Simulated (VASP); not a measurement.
A run of VASP 6.6.1 is set up as follows.

INCAR

```
SYSTEM = Sb
PREC = Accurate ; ENCUT = 500
EDIFF = 1E-7 ; ISMEAR = -1
SIGMA = 0.1 ; LREAL = .False.
LASPH = .True. ; NELM = 120
ALGO = Normal ; ISIF = 3
LWAVE = .False. ; LCHARG = .False.
GGA = RP ; IBRION = 2
NSW = 80 ; EDIFFG = -0.01
GGA_COMPAT = .False. ; NELMIN = 4
```

The input KPOINTS:

```
Automatic mesh
0
Gamma
  11 11 3
  0 0 0
```

POSCAR

```
Sb
1.0
    3.3749600568      0.0000000000      0.0000000000
   -1.6874800284      2.9228011460      0.0000000000
    0.0000000000      0.0000000000     11.0226195456
Sb
4
Direct
    0.0000000000      0.0000000000      0.0000000000
    0.0000000000      0.0000000000      0.5000000000
    0.3333333333      0.6666666667      0.2500000000
    0.6666666667      0.3333333333      0.7500000000
```

Potentials or basis: VASP PAW PBE potentials, release 64 (Sb).

Command:

```bash
$ cat potpaw_PBE.64/Sb/POTCAR > POTCAR
$ mpirun -np 1 vasp_std > vasp.out
```

Question: What does it give for the band gap on the k mesh?

Answer: Zero (bands 10 and 11 overlap by 6.68 eV).

Question: Predict the space group after relaxing (to 0.1 Å).

Answer: P6_3/mmc (No. 194).

Question: Estimate the relaxed volume.

Answer: 27.95 Å³/atom.

Question: Predict the relaxed cell.

Answer: a = 3.363 Å, b = 3.363 Å, c = 11.415 Å, α = 90.00°, β = 90.00°, γ = 120.00°.

The path:
| step | energy change (eV) | largest force (eV/Å) | pressure (GPa) | volume (Å³) |
| --- | --- | --- | --- | --- |
| 1 | 0.0000 | 0.0000 | 1.66 | 108.73 |
| 2 | -0.0210 | 0.0000 | -0.68 | 113.21 |
| 3 | -0.0222 | 0.0000 | -0.26 | 112.33 |
| 4 | -0.0276 | 0.0000 | -0.16 | 112.11 |
| 5 | -0.0306 | 0.0000 | 0.01 | 111.82 |
| 6 | -0.0307 | 0.0000 | 0.03 | 111.78 |

Caveat: the PAW data sets were made with another functional, which shifts forces and pressure a little; spin-orbit coupling is left out, which moves the levels of the heavy elements.
